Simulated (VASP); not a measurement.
# Ba in VASP: further runs

Runs on Ba. Level: PBE+D3(BJ). Tasks: single point.

All numbers are computed with VASP 6.6.1; they aren't measurements. Logs are shortened: lines on timing, memory, paths and dates and some standing lists are left out, and cuts for length are marked.

## (1) The cell of the first run

The cell holds a slab with vacuum, 1 atom: a = 4.465 Å, b = 4.475 Å, c = 20.000 Å, α = 90.00°, β = 90.00°, γ = 120.40°.

## (2) Single point, PBE+D3(BJ)

INCAR

```
  ALGO = Normal
  DIPOL = 0.5 0.5 0.500
  EDIFF = 1E-7
  ENCUT = 520
  GGA = PE
  IDIPOL = 3
  ISIF = 2
  ISMEAR = 0
  IVDW = 12
  LASPH = T
  LCHARG = F
  LDIPOL = T
  LREAL = F
  LWAVE = F
  NBANDS = 11
  NELM = 100
  PREC = Accurate
  SIGMA = 0.05
```

KPOINTS

```
k-points
0
Gamma
  7 7 1
```

POSCAR

```
Ba
1.0
    4.4644877010     -0.0178386141      0.0000000000
   -2.2488962652      3.8684752857      0.0000000000
    0.0000000000      0.0000000000     20.0000000000
Ba
1
Direct
    0.0000000000      0.0000000000      0.5000000000
```

Potentials or basis: VASP PAW PBE potentials, release 64 (Ba_sv).

Command:

```bash
$ cat potpaw_PBE.64/Ba_sv/POTCAR > POTCAR
$ mpirun -np 1 vasp_std > vasp.out
```

OUTCAR:

```text
EDIFF = 1E-7
   ENCUT = 520
   GGA = PE
   ISIF = 2
   ISMEAR = 0
   IVDW = 12
   LASPH = T
   LREAL = F
   NELM = 100
   PREC = Accurate
 IVDW          = 12

 ion  position               nearest neighbor table
   1  0.000  0.000  0.500-

  LATTYP: Found a simple monoclinic cell.
 ALAT       =     4.4425497394
 B/A-ratio  =     4.5019192070
 C/A-ratio  =     1.0049461686
 COS(beta)  =    -0.4952534317

  Lattice vectors:

 A1 = (   2.2155914358,   3.8506366716,   0.0000000000)
 A2 = (   0.0000000000,   0.0000000000, -20.0000000000)
 A3 = (  -4.4644877010,   0.0178386141,   0.0000000000)

Analysis of symmetry for initial positions (statically):
=====================================================================
 Subroutine PRICEL returns:
 Original cell was already a primitive cell.

 Routine SETGRP: Setting up the symmetry group for a
 simple monoclinic supercell.

 Subroutine GETGRP returns: Found  4 space group operations
 (whereof  4 operations were pure point group operations)
 out of a pool of  4 trial point group operations.

The static configuration has the point symmetry C_2h.

Analysis of symmetry for dynamics (positions and initial velocities):
=====================================================================
 Subroutine PRICEL returns:
 Original cell was already a primitive cell.

 Routine SETGRP: Setting up the symmetry group for a
 simple monoclinic supercell.

 Subroutine GETGRP returns: Found  4 space group operations
 (whereof  4 operations were pure point group operations)
 out of a pool of  4 trial point group operations.

The dynamic configuration has the point symmetry C_2h.

 Subroutine INISYM returns: Found  4 space group operations
 (whereof  4 operations are pure point group operations),
 and found     1 'primitive' translations

----------------------------------------------------------------------------------------

                                     Primitive cell

  volume of cell :     344.6129

  direct lattice vectors                    reciprocal lattice vectors
     4.464487701 -0.017838614  0.000000000     0.224511369  0.130517256  0.000000000
    -2.248896265  3.868475286  0.000000000     0.001035284  0.259101629  0.000000000
     0.000000000  0.000000000 20.000000000     0.000000000  0.000000000  0.050000000

  length of vectors
     4.464523339  4.474665959 20.000000000     0.259692335  0.259103697  0.050000000

  position of ions in fractional coordinates (direct lattice)
     0.000000000  0.000000000  0.500000000

  ion indices of the primitive-cell ions
[... 87 lines left out ...]
   EFERMI =   0.00;   METHOD = LEGACY
   ISMEAR =     0;   SIGMA  =   0.05  broadening in eV -4-tet -1-fermi 0-gaus
   EFERMI_NEDOS =   21; number of points for ismear=-14 and -15
   IALGO  =     38    algorithm
   IMIX   =      4    mixing-type and parameters
     AMIX     =   0.40;   BMIX     =  1.00
     AMIX_MAG =   1.60;   BMIX_MAG =  1.00
  volume/ion in A,a.u.               =     344.61      2325.56
  Fermi-wavevector in a.u.,A,eV,Ry     =   0.503073  0.950670  3.443396  0.253082
  Thomas-Fermi vector in A             =   1.512409
   LORBIT       =      0    0 simple, 1 ext, 2 COOP (PROOUT), +10 PAW based schemes
   GGA     = PE    functional components
   LHFCALC =     F    Hartree Fock is set to
   AEXX    =    0.0000 exact exchange contribution
   IVDW    =    12    specifies the selected vdW correction
   LEPSILON=     F    determine dielectric tensor
   LRPA    =     F    only Hartree local field effects (RPA)
 non-spin polarized calculation
 Gauss-broadening in eV      SIGMA  =   0.05
  energy-cutoff  :      520.00
  volume of cell :      344.61
 maximum number of plane-waves:      9309
 NGX is ok and might be reduce to    36
   NGX = 17   NGY = 17   NGZ = 75

 number of electron      10.0000000 magnetization

 number of electron       9.9999999 magnetization

 dipolmoment           0.000000      0.000000     -0.000000 electrons x Angstroem

 Free energy of the ion-electron system (eV)
  ---------------------------------------------------
  ext. energy  EPLUGINS =         0.00000000
  ---------------------------------------------------
  free energy    TOTEN  =        -1.17206762 eV

  energy without entropy =       -1.16772309  energy(sigma->0) =       -1.16989536

 E-fermi :  -1.2877     XC(G=0):  -2.1219

 val. band max:       -1.3256698756   @ k =   0.4286  -0.0000   0.0000
 cond. band min:      -1.2314186517   @ k =  -0.2857   0.2857   0.0000
 fundamental gap:      0.0942512239
 Fermi energy:        -1.2877454522

 k-point     1 :       0.0000    0.0000    0.0000
  band No.  band energies     occupation
      1     -31.0110      2.00000
      2     -16.3293      2.00000
      3     -15.9218      2.00000
      4     -15.9183      2.00000
      5      -3.6310      2.00000
      6      -1.1884      0.00494
      7      -1.0557      0.00000
      8       0.0737      0.00000
      9       0.1569      0.00000
     10       0.7318      0.00000
     11       1.0727      0.00000
[... 309 lines left out ...]
 k-point    24 :      -0.2857    0.4286    0.0000
  band No.  band energies     occupation
      1     -30.9887      2.00000
      2     -16.2873      2.00000
      3     -16.1900      2.00000
      4     -16.0187      2.00000
      5      -1.9423      2.00000
      6      -1.2154      0.04063
      7      -0.9411      0.00000
      8      -0.0341      0.00000
      9       0.4801      0.00000
     10       1.3911      0.00000
     11       1.8967      0.00000

 [... further k-points ...]

------------------------ aborting loop because EDIFF is reached ----------------------------------------

 vacuum level on the upper side and lower side of the slab       (xc-potential included)        -0.063        -0.063

 Edisp (eV)   -0.06635

 E8    (eV) :    -0.0400

  FORCE on cell =-STRESS in cart. coord.  units (eV):
  Direction    XX          YY          ZZ          XY          YZ          ZX
  --------------------------------------------------------------------------------------
  -------------------------------------------------------------------------------------
  Total      -0.19940    -0.18416    -0.00191     0.03407     0.00000     0.00000
  in kB      -0.92705    -0.85621    -0.00888     0.15838     0.00000     0.00000
  external pressure =       -0.60 kB  Pullay stress =        0.00 kB

 VOLUME and BASIS-vectors are now :
 -----------------------------------------------------------------------------
  energy-cutoff  :      520.00
  volume of cell :      344.61
      direct lattice vectors                 reciprocal lattice vectors
     4.464487701 -0.017838614  0.000000000     0.224511369  0.130517256  0.000000000
    -2.248896265  3.868475286  0.000000000     0.001035284  0.259101629  0.000000000
     0.000000000  0.000000000 20.000000000     0.000000000  0.000000000  0.050000000

 POSITION                                       TOTAL-FORCE (eV/Angst)
 -----------------------------------------------------------------------------------
      0.00000      0.00000     10.00000         0.000000      0.000000      0.000000
 -----------------------------------------------------------------------------------
    total drift:                                0.000000      0.000000     -0.000000

  FREE ENERGIE OF THE ION-ELECTRON SYSTEM (eV)
  ---------------------------------------------------
  free  energy   TOTEN  =        -1.2384221278 eV

  energy  without entropy=       -1.2340775896  energy(sigma->0) =       -1.23624986

 vacuum level on the upper side and lower side of the slab         0.835         0.835
```

stdout:

```text
POSCAR found type information on POSCAR Ba
 POSCAR found :  1 types and       1 ions
 scaLAPACK will be used
 LDA part: xc-table for (Slater+PW92), standard interpolation
 POSCAR, INCAR and KPOINTS ok, starting setup
 FFT: planning ... GRIDC
 FFT: planning ... GRID_SOFT
 FFT: planning ... GRID
 WAVECAR not read
 entering main loop
```

Run time: 4.1 min. Hardware: 1 thread of Intel Xeon 8259CL, shared host; peak memory 0.51 GiB.

Results:

* Free energy: -1.2384 eV
* Band gap on the k mesh: zero (bands 5 and 6 overlap by 0.27 eV)
* Dispersion energy per atom: -0.066 eV

Caveat: spin-orbit coupling is left out, which moves the levels of the heavy elements.

## (3) Single point, PBE+D3(BJ)

INCAR

```
SYSTEM = Ba
PREC = Accurate ; ENCUT = 520
EDIFF = 1E-6 ; ISMEAR = 0
SIGMA = 0.05 ; LREAL = .FALSE.
LASPH = .TRUE. ; NELM = 80
ALGO = Normal ; ISIF = 2
LWAVE = .FALSE. ; LCHARG = .FALSE.
LDIPOL = .TRUE. ; IDIPOL = 3
DIPOL = 0.5 0.5 0.500 ; GGA = PE
IVDW = 12 ; NBANDS = 11
ISYM = 0
```

KPOINTS

```
regular mesh
0
G
  10 9 1
  0 0 0
```

POSCAR is that of step 2.

Potentials or basis: VASP PAW PBE potentials, release 64 (Ba_sv).

Command:

```bash
$ cat potpaw_PBE.64/Ba_sv/POTCAR > POTCAR
$ mpirun -np 1 vasp_std > vasp.out
```

Wall time 7.2 min (1 thread of Intel Xeon 8259CL, shared host); peak memory 0.56 GiB.

The run converged. Its results:

* Free energy: -1.2285 eV
* Band gap on the k mesh: zero (bands 5 and 6 overlap by 0.34 eV)
* Dispersion energy per atom: -0.066 eV

Levels at points of the mesh, in eV from the Fermi level:
```
           k point  band 1  band 2  band 3  band 4  band 5  band 6  band 7  band 8  band 9  band 10
(0.00, 0.00, 0.00)  -29.68  -15.03  -14.59  -14.57   -2.30    0.10    0.24    1.42    1.51     2.00
(0.50, 0.00, 0.00)  -29.66  -14.98  -14.93  -14.66   -0.71   -0.02    1.04    1.28    2.21     2.65
```

Caveat: spin-orbit coupling is left out, which moves the levels of the heavy elements.
